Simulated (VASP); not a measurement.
# BN (P6_3mc) in VASP: single point with r2SCAN

Aim: the single point of BN with r2SCAN.

All numbers are computed with VASP 6.6.1; they aren't measurements. Logs are shortened: lines on timing, memory, paths and dates and some standing lists are left out, and cuts for length are marked.

### Step 1. The cell of the first run

Symmetry: P6_3mc, No. 186, hexagonal system. The conventional cell has a = 2.559 Å, b = 2.559 Å, c = 8.409 Å, α = 90.00°, β = 90.00°, γ = 120.00°. B (site symmetry 3m) has 4 N at 1.57 Å within 2.1 Å. B (site symmetry 3m) has 4 N at 1.57 to 1.58 Å within 2.1 Å. N (site symmetry 3m) has 4 B at 1.57 Å within 2.1 Å. N (site symmetry 3m) has 4 B at 1.57 to 1.58 Å within 2.1 Å.

### Step 2. Single point, r2SCAN

POSCAR reads:

```
BN
1.0
    2.5585553649      0.0000000000      0.0000000000
   -1.2792776824      2.2157739430      0.0000000000
    0.0000000000      0.0000000000      8.4091843599
B N
4 4
Direct
    0.0000000000      0.0000000000      0.0933732173
    0.0000000000      0.0000000000      0.5933732173
    0.3333333333      0.6666666667      0.3440583362
    0.6666666667      0.3333333333      0.8440583362
    0.0000000000      0.0000000000      0.4067451358
    0.0000000000      0.0000000000      0.9067451358
    0.3333333333      0.6666666667      0.1558233107
    0.6666666667      0.3333333333      0.6558233107
```

INCAR.step1 reads:

```
SYSTEM = BN
PREC     = Accurate       ! precision mode
ENCUT    = 910            ! plane-wave cutoff, eV
ISMEAR   = 0              ! smearing method
SIGMA    = 0.02           ! smearing width, eV
LREAL    = .FALSE.        ! projectors in reciprocal space
LASPH    = .TRUE.         ! aspherical terms in the spheres
NELM     = 120            ! most SCF steps
NBANDS   = 26             ! bands
GGA      = PE             ! functional
ALGO     = Normal         ! electronic algorithm
EDIFF    = 1E-5           ! SCF threshold, eV
LWAVE    = .TRUE.         ! write WAVECAR
LCHARG   = .FALSE.        ! write CHGCAR
GGA_COMPAT= .FALSE.
```

INCAR.step2 reads:

```
SYSTEM = BN
PREC     = Accurate       ! precision mode
ENCUT    = 910            ! plane-wave cutoff, eV
EDIFF    = 1E-6           ! SCF threshold, eV
ISMEAR   = 0              ! smearing method
SIGMA    = 0.02           ! smearing width, eV
LREAL    = .FALSE.        ! projectors in reciprocal space
LASPH    = .TRUE.         ! aspherical terms in the spheres
NELM     = 120            ! most SCF steps
ALGO     = Normal         ! electronic algorithm
ISIF     = 2              ! what is computed and relaxed
LWAVE    = .FALSE.        ! write WAVECAR
LCHARG   = .TRUE.         ! write CHGCAR
METAGGA  = R2SCAN         ! meta-GGA
LMIXTAU  = .TRUE.       
LELF     = .TRUE.         ! ELF
LVHAR    = .TRUE.       
NBANDS   = 26             ! bands
ISTART   = 1            
GGA_COMPAT= .FALSE.
```

KPOINTS reads:

```
regular mesh
0
G
  12 12 4
  0 0 0
```

Potentials or basis: VASP PAW PBE potentials, release 64 (B_h, N_h).

The run is started by

```bash
> cat potpaw_PBE.64/B_h/POTCAR potpaw_PBE.64/N_h/POTCAR > POTCAR
> cp INCAR.step1 INCAR
> mpirun -np 1 vasp_std > vasp.out
> cp INCAR.step2 INCAR
> mpirun -np 1 vasp_std > vasp.out
```

OUTCAR:

```text
SYSTEM = BN
   PREC = Accurate
   ENCUT = 910
   EDIFF = 1E-6
   ISMEAR = 0
   LREAL = .FALSE.
   LASPH = .TRUE.
   NELM = 120
   ISIF = 2
   METAGGA = R2SCAN
   ISTART = 1

 ion  position               nearest neighbor table
   1  0.000  0.000  0.093-
   2  0.000  0.000  0.593-
   3  0.333  0.667  0.344-
   4  0.667  0.333  0.844-
   5  0.000  0.000  0.407-
   6  0.000  0.000  0.907-
   7  0.333  0.667  0.156-
   8  0.667  0.333  0.656-

  LATTYP: Found a hexagonal cell.
 ALAT       =     2.5585553649
 C/A-ratio  =     3.2866923559

  Lattice vectors:

 A1 = (   2.5585553649,   0.0000000000,   0.0000000000)
 A2 = (  -1.2792776824,   2.2157739430,   0.0000000000)
 A3 = (   0.0000000000,   0.0000000000,   8.4091843599)

Analysis of symmetry for initial positions (statically):
=====================================================================
 Subroutine PRICEL returns:
 Original cell was already a primitive cell.

 Routine SETGRP: Setting up the symmetry group for a
 hexagonal supercell.

 Subroutine GETGRP returns: Found 12 space group operations
 (whereof  6 operations were pure point group operations)
 out of a pool of 24 trial point group operations.

The static configuration has the point symmetry C_3v.
 The point group associated with its full space group is C_6v.

Analysis of symmetry for dynamics (positions and initial velocities):
=====================================================================
 Subroutine PRICEL returns:
 Original cell was already a primitive cell.

 Routine SETGRP: Setting up the symmetry group for a
 hexagonal supercell.

 Subroutine GETGRP returns: Found 12 space group operations
 (whereof  6 operations were pure point group operations)
 out of a pool of 24 trial point group operations.

The dynamic configuration has the point symmetry C_3v.
 The point group associated with its full space group is C_6v.

 Subroutine INISYM returns: Found 12 space group operations
 (whereof  6 operations are pure point group operations),
 and found     1 'primitive' translations

----------------------------------------------------------------------------------------

                                     Primitive cell

  volume of cell :      47.6732

  direct lattice vectors                    reciprocal lattice vectors
     2.558555365  0.000000000  0.000000000     0.390845558  0.225654788  0.000000000
    -1.279277682  2.215773943  0.000000000     0.000000000  0.451309577  0.000000000
     0.000000000  0.000000000  8.409184360     0.000000000  0.000000000  0.118917597

  length of vectors
     2.558555365  2.558555365  8.409184360     0.451309577  0.451309577  0.118917597

  position of ions in fractional coordinates (direct lattice)
     0.000000000  0.000000000  0.093373217
     0.000000000  0.000000000  0.593373217
     0.333333333  0.666666667  0.344058336
     0.666666667  0.333333333  0.844058336
     0.000000000  0.000000000  0.406745136
     0.000000000  0.000000000  0.906745136
     0.333333333  0.666666667  0.155823311
     0.666666667  0.333333333  0.655823311

  ion indices of the primitive-cell ions
   primitive index   ion index
                 1           1
                 2           2
                 3           3
                 4           4
                 5           5
                 6           6
                 7           7
                 8           8

----------------------------------------------------------------------------------------

 KPOINTS: regular mesh

Automatic generation of k-mesh.
 Grid dimensions read from file:
 generate k-points for:   12   12    4

 Generating k-lattice:

  Cartesian coordinates                     Fractional coordinates (reciprocal lattice)
     0.032570463  0.018804566  0.000000000     0.083333333 -0.000000000  0.000000000
     0.000000000  0.037609131  0.000000000     0.000000000  0.083333333  0.000000000
     0.000000000  0.000000000  0.029729399     0.000000000  0.000000000  0.250000000

  Length of vectors
     0.037609131  0.037609131  0.029729399

  Shift w.r.t. Gamma in fractional coordinates (k-lattice)
     0.000000000  0.000000000  0.000000000

 Subroutine IBZKPT returns following result:
 ===========================================

 Found     57 irreducible k-points:

 Following reciprocal coordinates:
            Coordinates               Weight
  0.000000  0.000000  0.000000      1.000000
  0.083333  0.000000  0.000000      6.000000
  0.166667  0.000000  0.000000      6.000000
  0.250000  0.000000  0.000000      6.000000
  0.333333  0.000000  0.000000      6.000000
  0.416667  0.000000  0.000000      6.000000
[... 16 lines left out ...]
  0.250000  0.000000  0.250000     12.000000
  0.333333  0.000000  0.250000     12.000000
 [... further k-points ...]
   k-points           NKPTS =     57   k-points in BZ     NKDIM =     57   number of bands    NBANDS=     26
   number of dos      NEDOS =    301   number of ions     NIONS =      8
   total plane-waves  NPLWV =  65856
   dimension x,y,z NGX =    28 NGY =   28 NGZ =   84
   dimension x,y,z NGXF=    56 NGYF=   56 NGZF=  168
   ions per type =               4   4
   NGX,Y,Z   is equivalent  to a cutoff of  18.19, 18.19, 16.61 a.u.
   NGXF,Y,Z  is equivalent  to a cutoff of  36.39, 36.39, 33.21 a.u.
 SYSTEM =  BN
   PREC   = accura    normal or accurate (medium, high low for compatibility)
   ISTART =      1    job   : 0-new  1-cont  2-samecut
   ICHARG =      0    charge: 1-file 2-atom 10-const
   ISPIN  =      1    spin polarized calculation?
   LNONCOLLINEAR =      F non collinear calculations
   LSORBIT =      F    spin-orbit coupling
   LASPH  =      T    aspherical Exc in radial PAW
   ENCUT  =  910.0 eV  66.88 Ry    8.18 a.u.   6.29  6.29 20.68*2*pi/ulx,y,z
   NELM   =    120;   NELMIN=  2; NELMDL=  0     # of ELM steps
   EDIFF  = 0.1E-05   stopping-criterion for ELM
   LREAL  =      F    real-space projection
   EDIFFG = 0.1E-04   stopping-criterion for IOM
   NSW    =      0    number of steps for IOM
   IBRION =     -1    ionic relax: 0-MD 1-quasi-New 2-CG
   NFREE  =      0    steps in history (QN), initial steepest desc. (CG)
   ISIF   =      2    stress and relaxation
   ISYM   =      2    0-nonsym 1-usesym 2-fastsym
   POTIM  = 0.5000    time-step for ionic-motion
   TEBEG  =    0.0;   TEEND  =   0.0 temperature during run
   PSTRESS=    0.0 pullay stress
   NELECT =      32.0000    total number of electrons
   NUPDOWN=      -1.0000    fix difference up-down
   EMIN   =  10.00;   EMAX   =-10.00  energy-range for DOS
   EFERMI =   0.00;   METHOD = LEGACY
   ISMEAR =     0;   SIGMA  =   0.02  broadening in eV -4-tet -1-fermi 0-gaus
   EFERMI_NEDOS =   21; number of points for ismear=-14 and -15
   IALGO  =     38    algorithm
   IMIX   =      4    mixing-type and parameters
     AMIX     =   0.40;   BMIX     =  1.00
     AMIX_MAG =   1.60;   BMIX_MAG =  1.00
  volume/ion in A,a.u.               =       5.96        40.21
  Fermi-wavevector in a.u.,A,eV,Ry     =   1.433398  2.708729 27.954934  2.054630
  Thomas-Fermi vector in A             =   2.552920
   LORBIT       =      0    0 simple, 1 ext, 2 COOP (PROOUT), +10 PAW based schemes
   METAGGA = R2SCAN    functional components
   LHFCALC =     F    Hartree Fock is set to
   AEXX    =    0.0000 exact exchange contribution
   IVDW    =     0    specifies the selected vdW correction
   LEPSILON=     F    determine dielectric tensor
   LRPA    =     F    only Hartree local field effects (RPA)
 non-spin polarized calculation
 Gauss-broadening in eV      SIGMA  =   0.02
  energy-cutoff  :      910.00
  volume of cell :       47.67
 maximum number of plane-waves:      3005
 NGX is ok and might be reduce to    28
   NGX = 13   NGY = 13   NGZ = 41

 number of electron      32.0000000 magnetization

 Free energy of the ion-electron system (eV)
  ---------------------------------------------------
  ext. energy  EPLUGINS =         0.00000000
  ---------------------------------------------------
  free energy    TOTEN  =       -76.72344060 eV

  energy without entropy =      -76.72344060  energy(sigma->0) =      -76.72344060

 E-fermi :   9.0203     XC(G=0): -13.7039

 val. band max:        8.8755928624   @ k =   0.0000   0.0000   0.0000
 cond. band min:      14.9169140134   @ k =   0.5000   0.0000   0.0000
 fundamental gap:      6.0413211510
 Fermi energy:         9.0202515652

 k-point     1 :       0.0000    0.0000    0.0000
  band No.  band energies     occupation
      1     -12.3928      2.00000
      2     -10.9260      2.00000
      3     -10.8522      2.00000
      4      -8.1721      2.00000
      5      -2.2259      2.00000
      6       3.0511      2.00000
[... 18 lines left out ...]
     25      19.9481      0.00000
     26      20.1693      0.00000

 k-point     2 :       0.0833    0.0000    0.0000
  band No.  band energies     occupation
      1     -12.2380      2.00000
      2     -10.7796      2.00000
      3     -10.7057      2.00000
      4      -8.0557      2.00000
      5      -2.0716      2.00000
      6       3.0937      2.00000
[... 18 lines left out ...]
     25      20.2398      0.00000
     26      20.4909      0.00000

 k-point     3 :       0.1667    0.0000    0.0000
  band No.  band energies     occupation
      1     -11.7790      2.00000
      2     -10.3484      2.00000
      3     -10.2743      2.00000
      4      -7.7239      2.00000
      5      -1.6148      2.00000
      6       3.0646      2.00000
[... 572 lines left out ...]
 k-point    23 :       0.2500    0.0000    0.2500
  band No.  band energies     occupation
      1     -10.9427      2.00000
      2     -10.2250      2.00000
      3      -8.9089      2.00000
      4      -7.5119      2.00000
      5      -0.5069      2.00000
      6       1.4158      2.00000
[... 18 lines left out ...]
     25      21.6184      0.00000
     26      22.6434      0.00000

 k-point    24 :       0.3333    0.0000    0.2500
  band No.  band energies     occupation
      1      -9.9651      2.00000
      2      -9.3032      2.00000
      3      -8.1288      2.00000
      4      -6.9822      2.00000
      5      -0.1450      2.00000
      6       0.2742      2.00000
[... 18 lines left out ...]
     25      22.2543      0.00000
     26      22.8492      0.00000

 [... further k-points ...]
[... 5 lines left out ...]
  --------------------------------------------------------------------------------------
  -------------------------------------------------------------------------------------
  Total       -1.5773525     -1.5773525     -1.5515125     -0.0000000      0.0000000      0.0000000
  in kB      -53.0109023    -53.0109023    -52.1424837     -0.0000000      0.0000000      0.0000000
  external PRESSURE =     -52.7214294 kB  Pullay stress =       0.0000000 kB

 VOLUME and BASIS-vectors are now :
 -----------------------------------------------------------------------------
  energy-cutoff  :      910.00
  volume of cell :       47.67
      direct lattice vectors                 reciprocal lattice vectors
     2.558555365  0.000000000  0.000000000     0.390845558  0.225654788  0.000000000
    -1.279277682  2.215773943  0.000000000     0.000000000  0.451309577  0.000000000
     0.000000000  0.000000000  8.409184360     0.000000000  0.000000000  0.118917597

 POSITION                                       TOTAL-FORCE (eV/Angst)
 -----------------------------------------------------------------------------------
      0.00000      0.00000      0.78519        -0.000000      0.000000     -0.002310
      0.00000      0.00000      4.98978        -0.000000      0.000000     -0.002310
     -0.00000      1.47718      2.89325         0.000000     -0.000000      0.008726
      1.27928      0.73859      7.09784        -0.000000      0.000000      0.008726
      0.00000      0.00000      3.42039        -0.000000      0.000000      0.002417
      0.00000      0.00000      7.62499        -0.000000      0.000000      0.002417
     -0.00000      1.47718      1.31035        -0.000000      0.000000     -0.008833
      1.27928      0.73859      5.51494         0.000000     -0.000000     -0.008833
 -----------------------------------------------------------------------------------
    total drift:                                0.000000      0.000000      0.002464

  FREE ENERGIE OF THE ION-ELECTRON SYSTEM (eV)
  ---------------------------------------------------
  free  energy   TOTEN  =       -76.7234406045 eV

  energy  without entropy=      -76.7234406045  energy(sigma->0) =      -76.72344060
```

Wall time 18 min (1 thread of AMD EPYC 7R43 (Zen 3), shared host); peak memory 0.28 GiB.

Results:

| Property | Result |
| --- | --- |
| Free energy | -76.7234 eV |
| Pressure | -5.3 GPa |
| Largest force | 0.009 eV/Å |
| Band gap on the k mesh | 6.04 eV (least direct gap 8.12 eV) |

Forces in eV/Å, atoms in the order of the input:
```
B    0.000  0.000 -0.002
B    0.000  0.000 -0.002
B    0.000  0.000  0.009
B    0.000  0.000  0.009
N    0.000  0.000  0.002
N    0.000  0.000  0.002
N    0.000  0.000 -0.009
N    0.000  0.000 -0.009
```

Levels at points of the mesh, in eV from the valence-band top:
| k point | band 14 | band 15 | band 16 | band 17 | band 18 | band 19 |
| --- | --- | --- | --- | --- | --- | --- |
| (0.00, 0.00, 0.00) | -0.13 | 0.00 | 0.00 | 9.28 | 9.28 | 9.42 |
| (0.50, 0.00, 0.00) | -3.60 | -2.67 | -2.08 | 6.04 | 6.42 | 8.65 |
| (0.00, 0.00, 0.50) | -0.38 | -0.38 | -0.38 | 9.76 | 9.76 | 9.76 |
| (0.50, 0.00, 0.50) | -3.56 | -2.66 | -2.66 | 6.56 | 6.56 | 8.97 |

Caveat: the cutoff is under 1.25 times the usual one of these potentials, so pressure, stress and relaxed cells hold a basis-set (Pulay) error; the cell stands under tension; the PAW data sets were made with another functional, which shifts forces and pressure a little. A k mesh can miss the band edges.
